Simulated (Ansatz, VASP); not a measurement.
Two plane-wave programs on BaTiO3

```
Ba Ti O
1.0
     4.00730    0.00000    0.00000
     0.00000    4.00730    0.00000
     0.00000    0.00000    4.04737
Ba Ti O
1 1 3
Direct
  0.50000 0.50000 0.50000
  0.00000 0.00000 0.00000
  0.50000 0.00000 0.00000
  0.00000 0.50000 0.00000
  0.00000 0.00000 0.50000
```

Change from the starting cell: zz strain of +1 %, PAW files.

Alike in both runs: task electric field gradients; functional PBE; k mesh 8 × 8 × 8; occupations fermi-dirac, width 0.05 eV; no spin polarisation.

|  | VASP | Ansatz |
| --- | --- | --- |
| version | VASP 6.6.1 | Ansatz 0.2.0 |
| potentials or method | VASP PAW PBE potentials, release 64 (Ba_sv, Ti_sv, O_h) | PAW with Ansatz's default frozen-core files, scalar-relativistic |
| plane-wave cutoff (eV) | 1000 | 420 |
| valence electrons in the cell | 40 | 40 |

|  | VASP | Ansatz | Ansatz less VASP |
| --- | --- | --- | --- |
| size of Vzz on the site where it differs most (V/Å²) | 24.6 | 25.4 | +0.83 |

Neither program's run includes spin-orbit coupling.
